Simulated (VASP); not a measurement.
Wanted: the native input for a VASP 6.6.1 run.

```yaml
Task: single point
Functional: PBE
Potentials_or_basis: VASP PAW PBE potentials, release 64 (Al, Fe)
Cutoff: 520 eV
k_mesh: 6 × 6 × 6
Occupations: gaussian, width 0.1 eV
Spin: collinear spin, ferromagnetic start
Starting_moments: "[0.0, 0.0, 4.0, 4.0] μB"
Dipole_correction: no
Further_INCAR_settings: ALGO = Normal; EDIFF = 1e-06; NBANDS = 23
```

The structure of AlFe lies in POSCAR:

```
AlFe
1.0
   -2.2900648100      2.2900648100      2.6289169100
    2.2900648100     -2.2900648100      2.6289169100
    2.2900648100      2.2900648100     -2.6289169100
Al Fe
2 2
Direct
    0.5000000000      0.5000000000      0.0000000000
    0.2500000000      0.7500000000      0.5000000000
    0.0000000000      0.0000000000      0.0000000000
    0.7500000000      0.2500000000      0.5000000000
```

The input as run:

INCAR

```
SYSTEM = AlFe
PREC     = Accurate       ! precision mode
ENCUT    = 520            ! plane-wave cutoff, eV
EDIFF    = 1E-6           ! SCF threshold, eV
ISMEAR   = 0              ! smearing method
SIGMA    = 0.1            ! smearing width, eV
LREAL    = .False.        ! projectors in reciprocal space
LASPH    = .True.         ! aspherical terms in the spheres
NELM     = 150            ! most SCF steps
ALGO     = Normal         ! electronic algorithm
ISIF     = 2              ! what is computed and relaxed
LWAVE    = .False.        ! write WAVECAR
LCHARG   = .False.        ! write CHGCAR
ISPIN    = 2              ! spin polarisation
MAGMOM   = 0 0 4 4        ! initial moments
LORBIT   = 11             ! projections on sites
LMAXMIX  = 4              ! l up to which the mixer works
GGA      = PE             ! functional
NBANDS   = 23             ! bands
```

KPOINTS

```
Automatic mesh
0
Gamma
  6 6 6
  0 0 0
```

Potentials or basis: VASP PAW PBE potentials, release 64 (Al, Fe).

The run is started by

```sh
$ cat potpaw_PBE.64/Al/POTCAR potpaw_PBE.64/Fe/POTCAR > POTCAR
$ mpirun -np 1 vasp_std > vasp.out
```

Results of the run:

The pressure is -7.7 GPa, the net moment is 4.08 μB per cell and the site moments are Al -0.03; Fe +2.15 μB. The valence electrons inside the program's atomic spheres are Al 0.80; Fe 7.11.

It took 120 s on 1 thread of Intel Xeon 8259CL, with other jobs on the host, peak memory 0.23 GiB.
